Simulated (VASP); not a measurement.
Fe: single point with r2SCAN

Fe:

```
CELL_PARAMETERS angstrom
-1.43412 1.43412 1.43412
1.43412 -1.43412 1.43412
1.43412 1.43412 -1.43412
ATOMIC_POSITIONS crystal
Fe 0.00000 0.00000 0.00000
```

```
Program             : VASP 6.6.1
Task                : single point
Functional          : r2SCAN
Potentials or basis : VASP PAW PBE potentials, release 64 (Fe)
Cutoff              : 520 eV
k mesh              : 22 × 22 × 22
Occupations         : gaussian, width 0.05 eV
Spin                : no spin polarisation
```

- Pressure: -31.4 GPa
- Band gap on the k mesh: zero (bands 4 and 5 overlap by 1.74 eV)

Levels at points of the mesh, in eV from the Fermi level:
```tsv
k point	band 2	band 3	band 4	band 5	band 6	band 7
(0.00, 0.00, 0.00)	-1.67	-1.67	-1.67	0.03	0.03	25.64
(0.50, 0.00, 0.00)	-2.80	-0.05	0.23	0.37	1.04	7.74
(0.50, 0.50, 0.50)	-4.05	0.77	0.77	0.77	10.16	10.16
```

It took 82 s on 1 thread of AMD EPYC 9R45 96-Core Processor (Zen 5), on a shared host, peak memory 0.12 GiB.

Caveat: the cell stands under tension; the PAW data sets were made with another functional, which shifts forces and pressure a little; the run has no spin polarisation, though such a crystal can be magnetic. Spin polarisation is off, so any magnetic state and its effect on volume and gap are missing.
